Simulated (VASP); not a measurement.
Here is a VASP 6.6.1 calculation.

INCAR

```
PREC = Accurate
ENCUT = 520
EDIFF = 1E-6
ISMEAR = -1
SIGMA = 0.02
LREAL = F
LASPH = T
NELM = 120
ALGO = Normal
ISIF = 2
LWAVE = F
LCHARG = F
GGA = PS
NBANDS = 55
GGA_COMPAT = F
```

The input KPOINTS:

```
Automatic mesh
0
Gamma
  1 1 1
```

The input POSCAR:

```
H17O8F
1.0
    6.4950650000      0.0000000000      0.0000000000
    0.0000000000      6.4950650000      0.0000000000
    0.0000000000      0.0000000000      6.4950650000
O H F
8 17 1
Direct
    0.7940336240     -0.0169821241      0.3780562627
    0.4739906375      0.3123756267      0.4065548228
    0.3497886472      0.0790754211      0.7249811973
    0.0819853227      0.5492631713      0.2470183131
    0.9436549134      0.5618111597      0.6837806858
   -0.0268203628      0.1664032616      0.6998852205
    0.0072208669      0.9254718775      1.0242391724
    0.5558373935      0.7146040879      0.5499560051
    0.6928029204      0.0894217379      0.3427063470
    0.8535249455     -0.0430018791      0.2389968384
    0.4515120326      0.2643545523      0.2539158577
    0.4903415131      0.4612886861      0.3975633808
    0.2034929597      0.1426313670      0.7214862361
    0.4192721705      0.1627851299      0.6130500619
    0.1503295194      0.6514946348      0.1625079965
   -0.0483905858      0.5250293877      0.1732238245
    1.0142007817      0.5782544132      0.5537742886
    0.8021320803      0.6098476305      0.6570373045
   -0.0400149960      0.3251545597      0.6893079592
   -0.0584751654      0.1163960638      0.5525117916
   -0.0345493078      1.0500433791      0.9399598002
   -0.0338102852      0.8252419337      0.9292593685
    0.4446606770      0.7865510199      0.6222262595
    0.6570834934      0.8255498598      0.5019657232
    0.4352689311      0.1407838105      0.8863344709
    0.5194713217      0.2081734363      1.0080884487
```

Potentials or basis: VASP PAW PBE potentials, release 64 (O, H, F).

Run with:

```sh
$ cat potpaw_PBE.64/O/POTCAR potpaw_PBE.64/H/POTCAR potpaw_PBE.64/F/POTCAR > POTCAR
$ mpirun -np 1 vasp_gam > vasp.out
```

What does it give for the pressure?

0.3 GPa.

Predict the largest force.

2.701 eV/Å.

Forces on the atoms (eV/Å):
```
O    0.052  0.564 -0.195
O   -0.075 -1.441 -2.008
O    0.191  0.327 -0.699
O   -0.670 -0.412  0.096
O   -0.188  0.042  0.738
O    0.093  1.041 -1.302
O   -0.142  2.232  1.279
O    0.669 -0.043  0.000
H   -0.393  0.468  0.396
H    0.724 -0.570 -0.361
H    0.205  0.619  1.463
H    0.104  0.564  0.478
H   -0.224 -0.778 -0.048
H   -0.155 -0.069 -0.013
H    0.182  0.426 -0.066
H    0.441  0.003  0.289
H    0.477  0.289 -0.981
H   -0.573 -0.063 -0.065
H   -0.291 -0.626  0.381
H   -0.134 -0.097  1.273
H    0.470 -0.377  0.159
H   -0.552 -2.127 -1.570
H    0.117  0.237  0.098
H   -0.718 -0.412 -0.236
H   -0.157 -0.154 -0.446
F    0.545  0.355  1.339
```

Caveat: the k points lie up to 0.97 Å⁻¹ apart; the atoms stand as in a frame of molecular dynamics; the PAW data sets were made with another functional, which shifts forces and pressure a little.
